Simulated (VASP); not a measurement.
# Te2As (P4/nmm) in VASP: a series of runs

Runs on Te2As. Level: PBE. Tasks: single point, relaxation of cell and atoms.

All numbers are computed with VASP 6.6.1; they aren't measurements. Logs are shortened: lines on timing, memory, paths and dates and some standing lists are left out, and cuts for length are marked.

## 1. The cell of the first run

It takes space group P4/nmm (No. 129, tetragonal). The conventional cell has a = 3.868 Å, b = 3.868 Å, c = 11.269 Å, α = 90.00°, β = 90.00°, γ = 90.00°. Te (site symmetry 4mm) has 4 As at 3.06 Å and 9 Te at 3.32 to 3.87 Å within 4.0 Å. Within 4.3 Å of Te (site symmetry 4mm) lie 13 Te at 3.25 to 3.87 Å and 1 As at 3.26 Å. As (site symmetry 4mm) has 5 Te at 3.06 to 3.26 Å and 8 As at 3.87 to 4.07 Å within 4.1 Å.

The cell was built from a structure type or drawn by symmetry, and may not be a known phase.

## 2. Single point, PBE

Contents of INCAR:

```
SYSTEM = Te2As
PREC = Accurate
ENCUT = 520
EDIFF = 1E-6
ISMEAR = 0
SIGMA = 0.1
LREAL = .False.
LASPH = .True.
NELM = 100
ALGO = Normal
ISIF = 2
LWAVE = .False.
LCHARG = .False.
GGA = PE
NBANDS = 26
```

Contents of KPOINTS:

```
Automatic mesh
0
Gamma
  4 4 2
  0 0 0
```

Contents of POSCAR:

```
Te2As
1.0
    3.8681729700      0.0000000000      0.0000000000
    0.0000000000      3.8681729700      0.0000000000
    0.0000000000      0.0000000000     11.2687039300
Te As
4 2
Direct
    0.5000000000      0.0000000000      0.7552999900
    0.0000000000      0.5000000000      0.2447000100
    0.5000000000      0.0000000000      0.0776000000
    0.0000000000      0.5000000000      0.9224000000
    0.5000000000      0.0000000000      0.3664999900
    0.0000000000      0.5000000000      0.6335000100
```

Potentials or basis: VASP PAW PBE potentials, release 64 (Te, As).

Command:

```console
$ cat potpaw_PBE.64/Te/POTCAR potpaw_PBE.64/As/POTCAR > POTCAR
$ mpirun -np 1 vasp_std > vasp.out
```

OUTCAR:

```text
SYSTEM = Te2As
   PREC = Accurate
   ENCUT = 520
   EDIFF = 1E-6
   ISMEAR = 0
   LREAL = .False.
   LASPH = .True.
   NELM = 100
   ISIF = 2
   GGA = PE

 ion  position               nearest neighbor table
   1  0.500  0.000  0.755-   6 3.06   6 3.06   6 3.06   6 3.06   4 3.32   4 3.32   4 3.32   4 3.32
                             3 3.63
   2  0.000  0.500  0.245-   5 3.06   5 3.06   5 3.06   5 3.06   3 3.32   3 3.32   3 3.32   3 3.32
                             4 3.63
   3  0.500  0.000  0.078-   4 3.25   4 3.25   4 3.25   4 3.25   5 3.26   2 3.32   2 3.32   2 3.32
                             2 3.32   1 3.63
   4  0.000  0.500  0.922-   3 3.25   3 3.25   3 3.25   3 3.25   6 3.26   1 3.32   1 3.32   1 3.32
                             1 3.32   2 3.63
   5  0.500  0.000  0.366-   2 3.06   2 3.06   2 3.06   2 3.06   3 3.26
   6  0.000  0.500  0.634-   1 3.06   1 3.06   1 3.06   1 3.06   4 3.26

  LATTYP: Found a simple tetragonal cell.
 ALAT       =     3.8681729700
 C/A-ratio  =     2.9131851180

  Lattice vectors:

 A1 = (   3.8681729700,   0.0000000000,   0.0000000000)
 A2 = (   0.0000000000,   3.8681729700,   0.0000000000)
 A3 = (   0.0000000000,   0.0000000000,  11.2687039300)

Analysis of symmetry for initial positions (statically):
=====================================================================
 Subroutine PRICEL returns:
 Original cell was already a primitive cell.

 Routine SETGRP: Setting up the symmetry group for a
 simple tetragonal supercell.

 Subroutine GETGRP returns: Found 16 space group operations
 (whereof  8 operations were pure point group operations)
 out of a pool of 16 trial point group operations.

The static configuration has the point symmetry D_2d.
 The point group associated with its full space group is D_4h.

Analysis of symmetry for dynamics (positions and initial velocities):
=====================================================================
 Subroutine PRICEL returns:
 Original cell was already a primitive cell.

 Routine SETGRP: Setting up the symmetry group for a
 simple tetragonal supercell.

 Subroutine GETGRP returns: Found 16 space group operations
 (whereof  8 operations were pure point group operations)
 out of a pool of 16 trial point group operations.

The dynamic configuration has the point symmetry D_2d.
 The point group associated with its full space group is D_4h.

 Subroutine INISYM returns: Found 16 space group operations
 (whereof  8 operations are pure point group operations),
 and found     1 'primitive' translations

----------------------------------------------------------------------------------------

                                     Primitive cell

  volume of cell :     168.6109

  direct lattice vectors                    reciprocal lattice vectors
     3.868172970  0.000000000  0.000000000     0.258519980  0.000000000  0.000000000
     0.000000000  3.868172970  0.000000000     0.000000000  0.258519980  0.000000000
     0.000000000  0.000000000 11.268703930     0.000000000  0.000000000  0.088741350

  length of vectors
     3.868172970  3.868172970 11.268703930     0.258519980  0.258519980  0.088741350

  position of ions in fractional coordinates (direct lattice)
     0.500000000  0.000000000  0.755299990
     0.000000000  0.500000000  0.244700010
     0.500000000  0.000000000  0.077600000
     0.000000000  0.500000000  0.922400000
     0.500000000  0.000000000  0.366499990
     0.000000000  0.500000000  0.633500010

  ion indices of the primitive-cell ions
   primitive index   ion index
                 1           1
                 2           2
                 3           3
                 4           4
                 5           5
                 6           6

----------------------------------------------------------------------------------------

 KPOINTS: Automatic mesh

Automatic generation of k-mesh.
 Grid dimensions read from file:
 generate k-points for:    4    4    2

 Generating k-lattice:

  Cartesian coordinates                     Fractional coordinates (reciprocal lattice)
     0.064629995  0.000000000  0.000000000     0.250000000  0.000000000  0.000000000
     0.000000000  0.064629995  0.000000000     0.000000000  0.250000000  0.000000000
     0.000000000  0.000000000  0.044370675     0.000000000  0.000000000  0.500000000

  Length of vectors
     0.064629995  0.064629995  0.044370675

  Shift w.r.t. Gamma in fractional coordinates (k-lattice)
     0.000000000  0.000000000  0.000000000

 Subroutine IBZKPT returns following result:
 ===========================================

 Found     12 irreducible k-points:

 Following reciprocal coordinates:
            Coordinates               Weight
  0.000000  0.000000  0.000000      1.000000
  0.250000  0.000000  0.000000      4.000000
  0.500000  0.000000  0.000000      2.000000
  0.250000  0.250000  0.000000      4.000000
  0.500000  0.250000  0.000000      4.000000
  0.500000  0.500000  0.000000      1.000000
  0.000000  0.000000  0.500000      1.000000
  0.250000  0.000000  0.500000      4.000000
  0.500000  0.000000  0.500000      2.000000
  0.250000  0.250000  0.500000      4.000000
  0.500000  0.250000  0.500000      4.000000
  0.500000  0.500000  0.500000      1.000000
   k-points           NKPTS =     12   k-points in BZ     NKDIM =     12   number of bands    NBANDS=     26
   number of dos      NEDOS =    301   number of ions     NIONS =      6
   total plane-waves  NPLWV =  75600
   dimension x,y,z NGX =    30 NGY =   30 NGZ =   84
   dimension x,y,z NGXF=    60 NGYF=   60 NGZF=  168
   ions per type =               4   2
   NGX,Y,Z   is equivalent  to a cutoff of  12.89, 12.89, 12.39 a.u.
   NGXF,Y,Z  is equivalent  to a cutoff of  25.79, 25.79, 24.78 a.u.
 SYSTEM =  Te2As
   PREC   = accura    normal or accurate (medium, high low for compatibility)
   ISTART =      0    job   : 0-new  1-cont  2-samecut
   ICHARG =      2    charge: 1-file 2-atom 10-const
   ISPIN  =      1    spin polarized calculation?
   LNONCOLLINEAR =      F non collinear calculations
   LSORBIT =      F    spin-orbit coupling
   LASPH  =      T    aspherical Exc in radial PAW
   ENCUT  =  520.0 eV  38.22 Ry    6.18 a.u.   7.19  7.19 20.95*2*pi/ulx,y,z
   NELM   =    100;   NELMIN=  2; NELMDL= -5     # of ELM steps
   EDIFF  = 0.1E-05   stopping-criterion for ELM
   LREAL  =      F    real-space projection
   EDIFFG = 0.1E-04   stopping-criterion for IOM
   NSW    =      0    number of steps for IOM
   IBRION =     -1    ionic relax: 0-MD 1-quasi-New 2-CG
   NFREE  =      0    steps in history (QN), initial steepest desc. (CG)
   ISIF   =      2    stress and relaxation
   ISYM   =      2    0-nonsym 1-usesym 2-fastsym
   POTIM  = 0.5000    time-step for ionic-motion
   TEBEG  =    0.0;   TEEND  =   0.0 temperature during run
   PSTRESS=    0.0 pullay stress
   NELECT =      34.0000    total number of electrons
   NUPDOWN=      -1.0000    fix difference up-down
   EMIN   =  10.00;   EMAX   =-10.00  energy-range for DOS
   EFERMI =   0.00;   METHOD = LEGACY
   ISMEAR =     0;   SIGMA  =   0.10  broadening in eV -4-tet -1-fermi 0-gaus
   EFERMI_NEDOS =   21; number of points for ismear=-14 and -15
   IALGO  =     38    algorithm
   IMIX   =      4    mixing-type and parameters
     AMIX     =   0.40;   BMIX     =  1.00
     AMIX_MAG =   1.60;   BMIX_MAG =  1.00
  volume/ion in A,a.u.               =      28.10       189.64
  Fermi-wavevector in a.u.,A,eV,Ry     =   0.960003  1.814142 12.539206  0.921606
  Thomas-Fermi vector in A             =   2.089249
   LORBIT       =      0    0 simple, 1 ext, 2 COOP (PROOUT), +10 PAW based schemes
   GGA     = PE    functional components
   LHFCALC =     F    Hartree Fock is set to
   AEXX    =    0.0000 exact exchange contribution
   IVDW    =     0    specifies the selected vdW correction
   LEPSILON=     F    determine dielectric tensor
   LRPA    =     F    only Hartree local field effects (RPA)
 non-spin polarized calculation
 Gauss-broadening in eV      SIGMA  =   0.10
  energy-cutoff  :      520.00
  volume of cell :      168.61
 maximum number of plane-waves:      4566
 NGX is ok and might be reduce to    30
   NGX = 15   NGY = 15   NGZ = 41

 number of electron      33.9999999 magnetization

 Free energy of the ion-electron system (eV)
  ---------------------------------------------------
  ext. energy  EPLUGINS =         0.00000000
  ---------------------------------------------------
  free energy    TOTEN  =       -18.97514984 eV

  energy without entropy =      -18.93923231  energy(sigma->0) =      -18.95719108

 E-fermi :   6.5952     XC(G=0):  -9.6867

 val. band max:        6.5569097295   @ k =   0.2500   0.2500   0.0000
 cond. band min:       6.6151517092   @ k =   0.5000   0.2500   0.5000
 fundamental gap:      0.0582419797
 Fermi energy:         6.5952157623

 k-point     1 :       0.0000    0.0000    0.0000
  band No.  band energies     occupation
      1      -7.8024      2.00000
      2      -7.0186      2.00000
      3      -5.8654      2.00000
      4      -3.7466      2.00000
      5      -2.6278      2.00000
      6      -2.0501      2.00000
[... 18 lines left out ...]
     25       9.6405      0.00000
     26       9.9407      0.00000

 k-point     2 :       0.2500    0.0000    0.0000
  band No.  band energies     occupation
      1      -7.2384      2.00000
      2      -6.4807      2.00000
      3      -5.3973      2.00000
      4      -3.8045      2.00000
      5      -3.1626      2.00000
      6      -3.1418      2.00000
[... 18 lines left out ...]
     25      11.0433      0.00000
     26      12.0183      0.00000

 k-point     3 :       0.5000    0.0000    0.0000
  band No.  band energies     occupation
      1      -5.6388      2.00000
      2      -5.6388      2.00000
      3      -5.0639      2.00000
      4      -5.0639      2.00000
      5      -4.0426      2.00000
      6      -4.0426      2.00000
[... 18 lines left out ...]
     25      11.4480      0.00000
     26      11.4480      0.00000

 k-point     4 :       0.2500    0.2500    0.0000
  band No.  band energies     occupation
      1      -6.7019      2.00000
      2      -5.9750      2.00000
      3      -4.9726      2.00000
      4      -3.9184      2.00000
      5      -3.3498      2.00000
      6      -3.2748      2.00000
[... 18 lines left out ...]
     25      12.0059      0.00000
     26      12.6285      0.00000

 k-point     5 :       0.5000    0.2500    0.0000
  band No.  band energies     occupation
      1      -5.2590      2.00000
      2      -5.2590      2.00000
      3      -4.7256      2.00000
      4      -4.7256      2.00000
      5      -3.7602      2.00000
      6      -3.7602      2.00000
[... 18 lines left out ...]
     25      12.9365      0.00000
     26      12.9365      0.00000

 k-point     6 :       0.5000    0.5000    0.0000
  band No.  band energies     occupation
      1      -4.7535      2.00000
      2      -4.7535      2.00000
      3      -4.2953      2.00000
      4      -4.2953      2.00000
      5      -3.4154      2.00000
      6      -3.4154      2.00000
[... 18 lines left out ...]
     25      12.7500      0.00000
     26      12.7500      0.00000

 k-point     7 :       0.0000    0.0000    0.5000
  band No.  band energies     occupation
      1      -7.7798      2.00000
      2      -7.0966      2.00000
      3      -5.7269      2.00000
      4      -3.9821      2.00000
      5      -2.2849      2.00000
      6      -2.2292      2.00000
[... 18 lines left out ...]
     25       9.4031      0.00000
     26       9.8060      0.00000

 k-point     8 :       0.2500    0.0000    0.5000
  band No.  band energies     occupation
      1      -7.2164      2.00000
      2      -6.5550      2.00000
      3      -5.2747      2.00000
      4      -3.8989      2.00000
      5      -3.2786      2.00000
      6      -3.0299      2.00000
[... 18 lines left out ...]
     25      11.2159      0.00000
     26      12.0017      0.00000

 k-point     9 :       0.5000    0.0000    0.5000
  band No.  band energies     occupation
      1      -5.6214      2.00000
      2      -5.6214      2.00000
      3      -5.1065      2.00000
      4      -5.1065      2.00000
      5      -4.0037      2.00000
      6      -4.0037      2.00000
[... 18 lines left out ...]
     25      11.8180      0.00000
     26      11.8180      0.00000

 k-point    10 :       0.2500    0.2500    0.5000
  band No.  band energies     occupation
      1      -6.6807      2.00000
      2      -6.0450      2.00000
      3      -4.8682      2.00000
      4      -3.9332      2.00000
      5      -3.4137      2.00000
      6      -3.2716      2.00000
[... 18 lines left out ...]
     25      12.9269      0.00000
     26      12.9699      0.00000

 k-point    11 :       0.5000    0.2500    0.5000
  band No.  band energies     occupation
      1      -5.2427      2.00000
      2      -5.2427      2.00000
      3      -4.7635      2.00000
      4      -4.7635      2.00000
      5      -3.7286      2.00000
      6      -3.7286      2.00000
[... 18 lines left out ...]
     25      13.2964      0.00000
     26      13.2964      0.00000

 k-point    12 :       0.5000    0.5000    0.5000
  band No.  band energies     occupation
      1      -4.7397      2.00000
      2      -4.7397      2.00000
      3      -4.3249      2.00000
      4      -4.3249      2.00000
      5      -3.3944      2.00000
      6      -3.3944      2.00000
[... 18 lines left out ...]
     25      14.0401      0.00000
     26      14.0401      0.00000

------------------------ aborting loop because EDIFF is reached ----------------------------------------

  FORCE on cell =-STRESS in cart. coord.  units (eV):
  Direction    XX          YY          ZZ          XY          YZ          ZX
  --------------------------------------------------------------------------------------
  -------------------------------------------------------------------------------------
  Total       -0.9559161     -0.9559161      0.3312022      0.0000000      0.0000000      0.0000000
  in kB       -9.0833197     -9.0833197      3.1471546      0.0000000      0.0000000      0.0000000
  external PRESSURE =      -5.0064949 kB  Pullay stress =       0.0000000 kB

 VOLUME and BASIS-vectors are now :
 -----------------------------------------------------------------------------
  energy-cutoff  :      520.00
  volume of cell :      168.61
      direct lattice vectors                 reciprocal lattice vectors
     3.868172970  0.000000000  0.000000000     0.258519980  0.000000000  0.000000000
     0.000000000  3.868172970  0.000000000     0.000000000  0.258519980  0.000000000
     0.000000000  0.000000000 11.268703930     0.000000000  0.000000000  0.088741350

 POSITION                                       TOTAL-FORCE (eV/Angst)
 -----------------------------------------------------------------------------------
      1.93409      0.00000      8.51125        -0.000000      0.000000     -1.190906
      0.00000      1.93409      2.75745        -0.000000      0.000000      1.190906
      1.93409      0.00000      0.87445        -0.000000      0.000000      0.145250
      0.00000      1.93409     10.39425        -0.000000      0.000000     -0.145250
      1.93409      0.00000      4.12998        -0.000000      0.000000     -0.240468
      0.00000      1.93409      7.13872         0.000000      0.000000      0.240468
 -----------------------------------------------------------------------------------
    total drift:                                0.000000     -0.000000      0.000000

  FREE ENERGIE OF THE ION-ELECTRON SYSTEM (eV)
  ---------------------------------------------------
  free  energy   TOTEN  =       -18.9751498433 eV

  energy  without entropy=      -18.9392323105  energy(sigma->0) =      -18.95719108
```

Run time: 33 s. Hardware: 1 thread of AMD EPYC 9R45 (Zen 5), shared host; peak memory 0.24 GiB.

Results:

```yaml
Free_energy: -18.9751 eV
Pressure: -0.5 GPa
Largest_force: 1.191 eV/Å
Band_gap_on_the_k_mesh: zero (bands 17 and 18 overlap by 2.00 eV)
```

Forces on the atoms (eV/Å):
```
Te   0.000  0.000 -1.191
Te   0.000  0.000  1.191
Te   0.000  0.000  0.145
Te   0.000  0.000 -0.145
As   0.000  0.000 -0.240
As   0.000  0.000  0.240
```

Stress tensor (GPa, compression positive):
```
-0.91  0.00  0.00
 0.00 -0.91  0.00
 0.00  0.00  0.31
```

Caveat: the k points lie up to 0.41 Å⁻¹ apart, too coarse for converged energies and pressures of a metal; spin-orbit coupling is left out, which moves the levels of the heavy elements; this functional lacks dispersion, which binds the layers, so the pressure and a relaxed spacing across them are unreliable; forces of over 1 eV/Å act on the atoms, so gaps and moduli don't describe the material at rest.

[end of part 1 of 2]
